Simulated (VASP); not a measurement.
# NbP (P-6m2) in VASP: relaxation of cell and atoms with PBE

Aim: the relaxation of cell and atoms of NbP with PBE.

Everything below comes from runs of VASP 6.6.1. Logs are shortened: lines on timing, memory, paths and dates and some standing lists are left out, and cuts for length are marked.

## 1. The cell of the first run

Symmetry: P-6m2, No. 187, hexagonal system. Conventional cell: a = 3.330 Å, b = 3.330 Å, c = 3.342 Å, α = 90.00°, β = 90.00°, γ = 120.00°. Nb (site symmetry -6m2) has 6 P at 2.55 Å and 8 Nb at 3.33 to 3.34 Å within 3.4 Å. Within 3.4 Å of P (site symmetry -6m2) lie 6 Nb at 2.55 Å and 8 P at 3.33 to 3.34 Å.

## 2. Relaxation of cell and atoms, PBE

INCAR

```
SYSTEM = NbP
PREC     = Accurate       ! precision mode
ENCUT    = 500            ! plane-wave cutoff, eV
EDIFF    = 1E-7           ! SCF threshold, eV
ISMEAR   = -1             ! smearing method
SIGMA    = 0.15           ! smearing width, eV
LREAL    = .FALSE.        ! projectors in reciprocal space
LASPH    = .TRUE.         ! aspherical terms in the spheres
NELM     = 120            ! most SCF steps
ALGO     = Normal         ! electronic algorithm
ISIF     = 3              ! what is computed and relaxed
LWAVE    = .FALSE.        ! write WAVECAR
LCHARG   = .FALSE.        ! write CHGCAR
GGA      = PE             ! functional
IBRION   = 2              ! ionic algorithm
NSW      = 80             ! ionic steps
EDIFFG   = -0.001         ! ionic threshold
GGA_COMPAT= .FALSE.      
NELMIN   = 4
```

KPOINTS

```
regular mesh
0
G
  18 18 16
  0 0 0
```

POSCAR

```
NbP
1.0
    3.3297064094      0.0000000000      0.0000000000
   -1.6648532047      2.8836103377      0.0000000000
    0.0000000000      0.0000000000      3.3417191836
Nb P
1 1
Direct
    0.0000000000      0.0000000000      0.5000000000
    0.6666666667      0.3333333333      0.0000000000
```

Potentials or basis: VASP PAW PBE potentials, release 64 (Nb_sv, P).

Command:

```bash
$ cat potpaw_PBE.64/Nb_sv/POTCAR potpaw_PBE.64/P/POTCAR > POTCAR
$ mpirun -np 1 vasp_std > vasp.out
```

OUTCAR:

```text
SYSTEM = NbP
   PREC = Accurate
   ENCUT = 500
   EDIFF = 1E-7
   ISMEAR = -1
   LREAL = .FALSE.
   LASPH = .TRUE.
   NELM = 120
   ISIF = 3
   GGA = PE
   IBRION = 2
   NSW = 80
   EDIFFG = -0.001
   NELMIN = 4

 ion  position               nearest neighbor table
   1  0.000  0.000  0.500-   2 2.55   2 2.55   2 2.55   2 2.55   2 2.55   2 2.55
   2  0.667  0.333  0.000-   1 2.55   1 2.55   1 2.55   1 2.55   1 2.55   1 2.55

  LATTYP: Found a hexagonal cell.
 ALAT       =     3.3297064094
 C/A-ratio  =     1.0036077578

  Lattice vectors:

 A1 = (   3.3297064094,   0.0000000000,   0.0000000000)
 A2 = (  -1.6648532047,   2.8836103377,   0.0000000000)
 A3 = (   0.0000000000,   0.0000000000,   3.3417191836)

Analysis of symmetry for initial positions (statically):
=====================================================================
 Subroutine PRICEL returns:
 Original cell was already a primitive cell.

 Routine SETGRP: Setting up the symmetry group for a
 hexagonal supercell.

 Subroutine GETGRP returns: Found 12 space group operations
 (whereof 12 operations were pure point group operations)
 out of a pool of 24 trial point group operations.

The static configuration has the point symmetry D_3h.

Analysis of symmetry for dynamics (positions and initial velocities):
=====================================================================
 Subroutine PRICEL returns:
 Original cell was already a primitive cell.

 Routine SETGRP: Setting up the symmetry group for a
 hexagonal supercell.

 Subroutine GETGRP returns: Found 12 space group operations
 (whereof 12 operations were pure point group operations)
 out of a pool of 24 trial point group operations.

The dynamic configuration has the point symmetry D_3h.

 Subroutine INISYM returns: Found 12 space group operations
 (whereof 12 operations are pure point group operations),
 and found     1 'primitive' translations

----------------------------------------------------------------------------------------

                                     Primitive cell

  volume of cell :      32.0858

  direct lattice vectors                    reciprocal lattice vectors
     3.329706409  0.000000000  0.000000000     0.300326779  0.173393747  0.000000000
    -1.664853205  2.883610338  0.000000000     0.000000000  0.346787493  0.000000000
     0.000000000  0.000000000  3.341719184     0.000000000  0.000000000  0.299247167

  length of vectors
     3.329706409  3.329706409  3.341719184     0.346787493  0.346787493  0.299247167

  position of ions in fractional coordinates (direct lattice)
     0.000000000  0.000000000  0.500000000
     0.666666667  0.333333333  0.000000000

  ion indices of the primitive-cell ions
   primitive index   ion index
                 1           1
                 2           2

----------------------------------------------------------------------------------------

 KPOINTS: regular mesh

Automatic generation of k-mesh.
 Grid dimensions read from file:
 generate k-points for:   18   18   16

 Generating k-lattice:

  Cartesian coordinates                     Fractional coordinates (reciprocal lattice)
     0.016684821  0.009632986  0.000000000     0.055555556  0.000000000  0.000000000
     0.000000000  0.019265972  0.000000000     0.000000000  0.055555556  0.000000000
     0.000000000  0.000000000  0.018702948     0.000000000  0.000000000  0.062500000

  Length of vectors
     0.019265972  0.019265972  0.018702948

  Shift w.r.t. Gamma in fractional coordinates (k-lattice)
     0.000000000  0.000000000  0.000000000

 Subroutine IBZKPT returns following result:
 ===========================================

 Found    333 irreducible k-points:

 Following reciprocal coordinates:
            Coordinates               Weight
  0.000000  0.000000  0.000000      1.000000
  0.055556 -0.000000  0.000000      6.000000
  0.111111 -0.000000  0.000000      6.000000
  0.166667  0.000000  0.000000      6.000000
  0.222222  0.000000  0.000000      6.000000
  0.277778  0.000000  0.000000      6.000000
[... 16 lines left out ...]
  0.333333  0.111111  0.000000     12.000000
  0.388889  0.111111  0.000000     12.000000
 [... further k-points ...]
   k-points           NKPTS =    333   k-points in BZ     NKDIM =    333   number of bands    NBANDS=     13
   number of dos      NEDOS =    301   number of ions     NIONS =      2
   total plane-waves  NPLWV =  13824
   dimension x,y,z NGX =    24 NGY =   24 NGZ =   24
   dimension x,y,z NGXF=    48 NGYF=   48 NGZF=   48
   ions per type =               1   1
   NGX,Y,Z   is equivalent  to a cutoff of  11.98, 11.98, 11.94 a.u.
   NGXF,Y,Z  is equivalent  to a cutoff of  23.97, 23.97, 23.88 a.u.
 SYSTEM =  NbP
   PREC   = accura    normal or accurate (medium, high low for compatibility)
   ISTART =      0    job   : 0-new  1-cont  2-samecut
   ICHARG =      2    charge: 1-file 2-atom 10-const
   ISPIN  =      1    spin polarized calculation?
   LNONCOLLINEAR =      F non collinear calculations
   LSORBIT =      F    spin-orbit coupling
   LASPH  =      T    aspherical Exc in radial PAW
   ENCUT  =  500.0 eV  36.75 Ry    6.06 a.u.   6.07  6.07  6.09*2*pi/ulx,y,z
   NELM   =    120;   NELMIN=  4; NELMDL= -5     # of ELM steps
   EDIFF  = 0.1E-06   stopping-criterion for ELM
   LREAL  =      F    real-space projection
   EDIFFG = -.1E-02   stopping-criterion for IOM
   NSW    =     80    number of steps for IOM
   IBRION =      2    ionic relax: 0-MD 1-quasi-New 2-CG
   NFREE  =      1    steps in history (QN), initial steepest desc. (CG)
   ISIF   =      3    stress and relaxation
   ISYM   =      2    0-nonsym 1-usesym 2-fastsym
   POTIM  = 0.5000    time-step for ionic-motion
   TEBEG  =    0.0;   TEEND  =   0.0 temperature during run
   PSTRESS=    0.0 pullay stress
   NELECT =      18.0000    total number of electrons
   NUPDOWN=      -1.0000    fix difference up-down
   EMIN   =  10.00;   EMAX   =-10.00  energy-range for DOS
   EFERMI =   0.00;   METHOD = LEGACY
   ISMEAR =    -1;   SIGMA  =   0.15  broadening in eV -4-tet -1-fermi 0-gaus
   EFERMI_NEDOS =   21; number of points for ismear=-14 and -15
   IALGO  =     38    algorithm
   IMIX   =      4    mixing-type and parameters
     AMIX     =   0.40;   BMIX     =  1.00
     AMIX_MAG =   1.60;   BMIX_MAG =  1.00
  volume/ion in A,a.u.               =      16.04       108.26
  Fermi-wavevector in a.u.,A,eV,Ry     =   1.350190  2.551489 24.803593  1.823013
  Thomas-Fermi vector in A             =   2.477715
   LORBIT       =      0    0 simple, 1 ext, 2 COOP (PROOUT), +10 PAW based schemes
   GGA     = PE    functional components
   LHFCALC =     F    Hartree Fock is set to
   AEXX    =    0.0000 exact exchange contribution
   IVDW    =     0    specifies the selected vdW correction
   LEPSILON=     F    determine dielectric tensor
   LRPA    =     F    only Hartree local field effects (RPA)
 conjugate gradient relaxation of ions
 non-spin polarized calculation
  energy-cutoff  :      500.00
  volume of cell :       32.09
 maximum number of plane-waves:       838
   NGX = 13   NGY = 13   NGZ = 13

--------------------------------------- Ionic step        1  -------------------------------------------

 number of electron      18.0000000 magnetization

 Free energy of the ion-electron system (eV)
  ---------------------------------------------------
  ext. energy  EPLUGINS =         0.00000000
  ---------------------------------------------------
  free energy    TOTEN  =       -17.65805114 eV

  energy without entropy =      -17.60854143  energy(sigma->0) =      -17.63329628

------------------------ aborting loop because EDIFF is reached ----------------------------------------

  FORCE on cell =-STRESS in cart. coord.  units (eV):
  Direction    XX          YY          ZZ          XY          YZ          ZX
  --------------------------------------------------------------------------------------
  -------------------------------------------------------------------------------------
  Total       -0.0049641     -0.0049641     -0.1844627      0.0000000      0.0000000      0.0000000
  in kB       -0.2478798     -0.2478798     -9.2109995      0.0000000      0.0000000      0.0000000
  external PRESSURE =      -3.2355863 kB  Pullay stress =       0.0000000 kB
[... 237 lines left out ...]
  energy  without entropy=      -17.6082221470  energy(sigma->0) =      -17.63328578

--------------------------------------- Ionic step        8  -------------------------------------------

 number of electron      17.9999999 magnetization

 Free energy of the ion-electron system (eV)
  ---------------------------------------------------
  ext. energy  EPLUGINS =         0.00000000
  ---------------------------------------------------
  free energy    TOTEN  =       -17.65834955 eV

  energy without entropy =      -17.60821624  energy(sigma->0) =      -17.63328289

 E-fermi :  10.5277     XC(G=0): -12.0077

 val. band max:       10.5265747275   @ k =   0.2778   0.2222   0.0000
 cond. band min:      10.5697436546   @ k =   0.2778   0.2778   0.0000
 fundamental gap:      0.0431689271
 Fermi energy:        10.5276875558

 k-point     1 :       0.0000    0.0000    0.0000
  band No.  band energies     occupation
      1     -44.3195      2.00000
      2     -20.3608      2.00000
      3     -20.2223      2.00000
      4     -20.2223      2.00000
      5      -2.0941      2.00000
      6       7.7437      2.00000
      7       8.4029      2.00000
      8       8.4029      2.00000
      9      10.2248      1.76554
     10      12.2570      0.00002
     11      12.2570      0.00002
     12      15.1319      0.00000
     13      15.1319      0.00000
[... 353 lines left out ...]
 k-point    24 :       0.3889    0.1111    0.0000
  band No.  band energies     occupation
      1     -44.2840      2.00000
      2     -20.5728      2.00000
      3     -20.3324      2.00000
      4     -20.3083      2.00000
      5       0.2222      2.00000
      6       4.7733      2.00000
      7       7.7216      2.00000
      8       7.8463      2.00000
      9      10.1569      1.84432
     10      11.1935      0.02334
     11      13.0041      0.00000
     12      13.9545      0.00000
     13      16.1390      0.00000

 [... further k-points ...]

------------------------ aborting loop because EDIFF is reached ----------------------------------------

  FORCE on cell =-STRESS in cart. coord.  units (eV):
  Direction    XX          YY          ZZ          XY          YZ          ZX
  --------------------------------------------------------------------------------------
  -------------------------------------------------------------------------------------
  Total       -0.0016189     -0.0016189     -0.0015478      0.0000000     -0.0000000      0.0000000
  in kB       -0.0809088     -0.0809088     -0.0773546      0.0000000     -0.0000000      0.0000000
  external PRESSURE =      -0.0797241 kB  Pullay stress =       0.0000000 kB
[... 17 lines left out ...]
  FREE ENERGIE OF THE ION-ELECTRON SYSTEM (eV)
  ---------------------------------------------------
  free  energy   TOTEN  =       -17.6583495476 eV

  energy  without entropy=      -17.6082162355  energy(sigma->0) =      -17.63328289

 reached required accuracy - stopping structural energy minimisation
```

Wall time 4.3 min (1 thread of Intel Xeon Platinum 8259CL at 2.50GHz (Skylake/Cascade Lake), shared host); peak memory 0.26 GiB.

What came out:

```
Free energy                           : -17.6583 eV
Relaxed volume                        : 16.03 Å³/atom
Relaxed cell                          : a = 3.334 Å, b = 3.334 Å, c = 3.331 Å, α = 90.00°, β = 90.00°, γ = 120.00°
Space group after relaxing (to 0.1 Å) : P-6m2 (No. 187)
Energy gained by relaxing             : 0.1 meV/atom
Ionic steps                           : 8
Pressure after relaxing               : 0.0 GPa
Band gap on the k mesh                : zero (bands 9 and 10 overlap by 0.52 eV)
```

Step by step:
```csv
step,energy change (eV),largest force (eV/Å),pressure (GPa),volume (Å³)
1,0.0000,0.0000,-0.32,32.09
2,0.0000,0.0000,0.72,31.94
3,-0.0002,0.0000,0.22,32.01
4,-0.0003,0.0000,-0.01,32.06
5,-0.0003,0.0000,0.01,32.06
6,-0.0003,0.0000,0.01,32.06
7,-0.0003,0.0000,-0.02,32.06
8,-0.0003,0.0000,-0.01,32.06
```

Final structure:
```
Nb P
1.0
     3.33375    0.00000    0.00000
    -1.66688    2.88711    0.00000
     0.00000    0.00000    3.33077
Nb P
1 1
Direct
  0.00000 0.00000 0.50000
  0.66667 0.33333 0.00000
```
